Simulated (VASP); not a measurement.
# MgS (hm.bB) (Fm-3m) in VASP: single point with PBE

Aim: the single point of MgS (hm.bB) with PBE.

Everything below comes from runs of VASP 6.6.1. Logs are shortened: lines on timing, memory, paths and dates and some standing lists are left out, and cuts for length are marked.

### Step 1. The cell of the first run

It takes space group Fm-3m (No. 225, cubic). The conventional cell has a = 5.230 Å, b = 5.230 Å, c = 5.230 Å, α = 90.00°, β = 90.00°, γ = 90.00°. Within 3.4 Å of Mg (site symmetry m-3m) lie 6 S at 2.61 Å. Within 3.4 Å of S (site symmetry m-3m) lie 6 Mg at 2.61 Å.

### Step 2. Single point, PBE

INCAR

```
SYSTEM = MgS
PREC = Accurate
ENCUT = 600
EDIFF = 1E-6
ISMEAR = 0
SIGMA = 0.02
LREAL = .False.
LASPH = .True.
NELM = 120
ALGO = Normal
ISIF = 2
LWAVE = .False.
LCHARG = .True.
GGA = PE
LELF = .True.
LVHAR = .True.
NBANDS = 11
GGA_COMPAT = .False.
```

KPOINTS

```
Automatic mesh
0
Gamma
  8 8 8
  0 0 0
```

POSCAR

```
MgS
1.0
    0.0000000000      2.6147705026      2.6147705026
    2.6147705026      0.0000000000      2.6147705026
    2.6147705026      2.6147705026      0.0000000000
Mg S
1 1
Direct
    0.0000000000      0.0000000000      0.0000000000
    0.5000000000      0.5000000000      0.5000000000
```

Potentials or basis: VASP PAW PBE potentials, release 64 (Mg, S).

Started as:

```console
> cat potpaw_PBE.64/Mg/POTCAR potpaw_PBE.64/S/POTCAR > POTCAR
> mpirun -np 1 vasp_std > vasp.out
```

OUTCAR:

```text
SYSTEM = MgS
   PREC = Accurate
   ENCUT = 600
   EDIFF = 1E-6
   ISMEAR = 0
   LREAL = .False.
   LASPH = .True.
   NELM = 120
   ISIF = 2
   GGA = PE

 ion  position               nearest neighbor table
   1  0.000  0.000  0.000-   2 2.61   2 2.61   2 2.61   2 2.61   2 2.61   2 2.61
   2  0.500  0.500  0.500-   1 2.61   1 2.61   1 2.61   1 2.61   1 2.61   1 2.61

  LATTYP: Found a face centered cubic cell.
 ALAT       =     5.2295410052

  Lattice vectors:

 A1 = (   0.0000000000,   2.6147705026,   2.6147705026)
 A2 = (   2.6147705026,   0.0000000000,   2.6147705026)
 A3 = (   2.6147705026,   2.6147705026,   0.0000000000)

Analysis of symmetry for initial positions (statically):
=====================================================================
 Subroutine PRICEL returns:
 Original cell was already a primitive cell.

 Routine SETGRP: Setting up the symmetry group for a
 face centered cubic supercell.

 Subroutine GETGRP returns: Found 48 space group operations
 (whereof 48 operations were pure point group operations)
 out of a pool of 48 trial point group operations.

The static configuration has the point symmetry O_h .

Analysis of symmetry for dynamics (positions and initial velocities):
=====================================================================
 Subroutine PRICEL returns:
 Original cell was already a primitive cell.

 Routine SETGRP: Setting up the symmetry group for a
 face centered cubic supercell.

 Subroutine GETGRP returns: Found 48 space group operations
 (whereof 48 operations were pure point group operations)
 out of a pool of 48 trial point group operations.

The dynamic configuration has the point symmetry O_h .

 Subroutine INISYM returns: Found 48 space group operations
 (whereof 48 operations are pure point group operations),
 and found     1 'primitive' translations

----------------------------------------------------------------------------------------

                                     Primitive cell

  volume of cell :      35.7545

  direct lattice vectors                    reciprocal lattice vectors
     0.000000000  2.614770503  2.614770503    -0.191221371  0.191221371  0.191221371
     2.614770503  0.000000000  2.614770503     0.191221371 -0.191221371  0.191221371
     2.614770503  2.614770503  0.000000000     0.191221371  0.191221371 -0.191221371

  length of vectors
     3.697843907  3.697843907  3.697843907     0.331205130  0.331205130  0.331205130

  position of ions in fractional coordinates (direct lattice)
     0.000000000  0.000000000  0.000000000
     0.500000000  0.500000000  0.500000000

[... 81 lines left out ...]
   NFREE  =      0    steps in history (QN), initial steepest desc. (CG)
   ISIF   =      2    stress and relaxation
   ISYM   =      2    0-nonsym 1-usesym 2-fastsym
   POTIM  = 0.5000    time-step for ionic-motion
   TEBEG  =    0.0;   TEEND  =   0.0 temperature during run
   PSTRESS=    0.0 pullay stress
   NELECT =       8.0000    total number of electrons
   NUPDOWN=      -1.0000    fix difference up-down
   EMIN   =  10.00;   EMAX   =-10.00  energy-range for DOS
   EFERMI =   0.00;   METHOD = LEGACY
   ISMEAR =     0;   SIGMA  =   0.02  broadening in eV -4-tet -1-fermi 0-gaus
   EFERMI_NEDOS =   21; number of points for ismear=-14 and -15
   IALGO  =     38    algorithm
   IMIX   =      4    mixing-type and parameters
     AMIX     =   0.40;   BMIX     =  1.00
     AMIX_MAG =   1.60;   BMIX_MAG =  1.00
  volume/ion in A,a.u.               =      17.88       120.64
  Fermi-wavevector in a.u.,A,eV,Ry     =   0.993866  1.878135 13.439427  0.987770
  Thomas-Fermi vector in A             =   2.125778
   LORBIT       =      0    0 simple, 1 ext, 2 COOP (PROOUT), +10 PAW based schemes
   GGA     = PE    functional components
   LHFCALC =     F    Hartree Fock is set to
   AEXX    =    0.0000 exact exchange contribution
   IVDW    =     0    specifies the selected vdW correction
   LEPSILON=     F    determine dielectric tensor
   LRPA    =     F    only Hartree local field effects (RPA)
 non-spin polarized calculation
 Gauss-broadening in eV      SIGMA  =   0.02
  energy-cutoff  :      600.00
  volume of cell :       35.75
 maximum number of plane-waves:      1243
 NGX is ok and might be reduce to    30
   NGX = 15   NGY = 15   NGZ = 15

 number of electron       7.9999999 magnetization

 Free energy of the ion-electron system (eV)
  ---------------------------------------------------
  ext. energy  EPLUGINS =         0.00000000
  ---------------------------------------------------
  free energy    TOTEN  =        -8.50328078 eV

  energy without entropy =       -8.50328078  energy(sigma->0) =       -8.50328078

 E-fermi :   3.7614     XC(G=0):  -9.6262

 val. band max:        3.5915359917   @ k =   0.0000   0.0000   0.0000
 cond. band min:       6.3340239643   @ k =   0.5000   0.5000   0.0000
 fundamental gap:      2.7424879726
 Fermi energy:         3.7613919317

 k-point     1 :       0.0000    0.0000    0.0000
  band No.  band energies     occupation
      1      -8.9901      2.00000
      2       3.5915      2.00000
      3       3.5915      2.00000
      4       3.5915      2.00000
      5       7.1838      0.00000
      6      11.5550      0.00000
      7      11.5550      0.00000
      8      11.5550      0.00000
      9      13.9236      0.00000
     10      13.9236      0.00000
     11      16.0940      0.00000
[... 309 lines left out ...]
 k-point    24 :      -0.3750    0.2500    0.1250
  band No.  band energies     occupation
      1      -7.5333      2.00000
      2      -0.6375      2.00000
      3       1.5019      2.00000
      4       2.4700      2.00000
      5       9.1244      0.00000
      6       9.6692      0.00000
      7      11.9607      0.00000
      8      12.9373      0.00000
      9      15.7911      0.00000
     10      16.7613      0.00000
     11      19.0620      0.00000

 [... further k-points ...]
[... 5 lines left out ...]
  --------------------------------------------------------------------------------------
  -------------------------------------------------------------------------------------
  Total       -0.0582672     -0.0582672     -0.0582672      0.0000000      0.0000000     -0.0000000
  in kB       -2.6109826     -2.6109826     -2.6109826      0.0000000      0.0000000     -0.0000000
  external PRESSURE =      -2.6109826 kB  Pullay stress =       0.0000000 kB

 VOLUME and BASIS-vectors are now :
 -----------------------------------------------------------------------------
  energy-cutoff  :      600.00
  volume of cell :       35.75
      direct lattice vectors                 reciprocal lattice vectors
     0.000000000  2.614770503  2.614770503    -0.191221371  0.191221371  0.191221371
     2.614770503  0.000000000  2.614770503     0.191221371 -0.191221371  0.191221371
     2.614770503  2.614770503  0.000000000     0.191221371  0.191221371 -0.191221371

 POSITION                                       TOTAL-FORCE (eV/Angst)
 -----------------------------------------------------------------------------------
      0.00000      0.00000      0.00000         0.000000     -0.000000     -0.000000
      2.61477      2.61477      2.61477        -0.000000      0.000000      0.000000
 -----------------------------------------------------------------------------------
    total drift:                               -0.000000     -0.000000      0.000000

  FREE ENERGIE OF THE ION-ELECTRON SYSTEM (eV)
  ---------------------------------------------------
  free  energy   TOTEN  =        -8.5032807790 eV

  energy  without entropy=       -8.5032807790  energy(sigma->0) =       -8.50328078
```

Run time: 27 s. Hardware: 1 thread of Intel Xeon 8259CL, shared host; peak memory 0.17 GiB.

What came out:

```
Free energy            : -8.5033 eV
Pressure               : -0.3 GPa
Band gap on the k mesh : 2.74 eV, indirect (least direct gap 3.59 eV)
```

Levels at points of the mesh, in eV from the valence-band top:
```
           k point  band 1  band 2  band 3  band 4  band 5  band 6  band 7  band 8  band 9
(0.00, 0.00, 0.00)  -12.58    0.00    0.00    0.00    3.59    7.96    7.96    7.96   10.33
(0.50, 0.00, 0.00)  -11.31   -4.75   -0.57   -0.57    4.53    6.89    6.89    9.95   12.07
(0.50, 0.50, 0.00)  -10.96   -4.11   -1.65   -1.65    2.74    4.44   11.86   12.78   13.22
```
